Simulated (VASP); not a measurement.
A run of VASP 6.6.1 is set up as follows.

Contents of INCAR:

```
PREC = Accurate ; ENCUT = 520
EDIFF = 1E-6 ; ISMEAR = -1
SIGMA = 0.02 ; LREAL = Auto
LASPH = T ; NELM = 60
ALGO = Normal ; ISIF = 2
LWAVE = F ; LCHARG = T
GGA = PS ; LELF = T
LVHAR = T ; NBANDS = 86
```

Contents of KPOINTS:

```
Automatic mesh
0
Gamma
  1 1 1
```

Contents of POSCAR:

```
C
1.0
    9.8640000000      0.0000000000      0.0000000000
   -4.9320000000      8.5424750000      0.0000000000
    0.0000000000      0.0000000000     11.0000000000
C
32
Direct
   -0.0210246258     -0.0090606060      0.1088909091
    0.1483324512      0.0699211879      0.0953181818
   -0.0207059861      0.2420024642      0.1142000000
    0.1397257012      0.3216046872      0.0953727273
   -0.0108153385      0.4959686742      0.0848000000
    0.1592228078      0.5809557535      0.0918818182
   -0.0153359477      0.7418341874      0.0931454545
    0.1503000868      0.8238361833      0.0770545455
    0.2244313924     -0.0097746847      0.0844818182
    0.3970112640      0.0769097949      0.0956636364
    0.2207180152      0.2268780418      0.1003818182
    0.3926928875      0.3266266509      0.1092363636
    0.2361710183      0.4929016474      0.0907000000
    0.4041987508      0.5747397563      0.1060636364
    0.2358339534      0.7485535515      0.0703090909
    0.3998284322      0.8284484298      0.0748090909
    0.4818627182     -0.0037928118      0.0750363636
    0.6454130588      0.0739364177      0.1033000000
    0.4750589860      0.2416629841      0.0904636364
    0.6437584061      0.3146863175      0.0968545455
    0.4786707018      0.4943649235      0.1040181818
    0.6535142975      0.5711810687      0.1015363636
    0.4850405270      0.7423843792      0.0959181818
    0.6499688465      0.8264583742      0.1026545455
    0.7369465589     -0.0014515699      0.1021545455
    0.8939164053      0.0735384066      0.1166090909
    0.7317566470      0.2407030749      0.1153090909
    0.8967770557      0.3291786046      0.1049727273
    0.7352042870      0.4820265789      0.0960090909
    0.9066077609      0.5771044106      0.0924545455
    0.7287649571      0.7417756564      0.1100454545
    0.9042942145      0.8243629627      0.1015090909
```

Potentials or basis: VASP PAW PBE potentials, release 64 (C).

Launch:

```sh
$ cat potpaw_PBE.64/C/POTCAR > POTCAR
$ mpirun -np 1 vasp_gam > vasp.out
```

(1) Predict the band gap on the k mesh.

(2) What does it give for the largest force?

Answers

(1) 3.58 eV.

(2) 7.085 eV/Å.

Caveat: the k points lie up to 0.74 Å⁻¹ apart; the PAW data sets were made with another functional, which shifts forces and pressure a little.
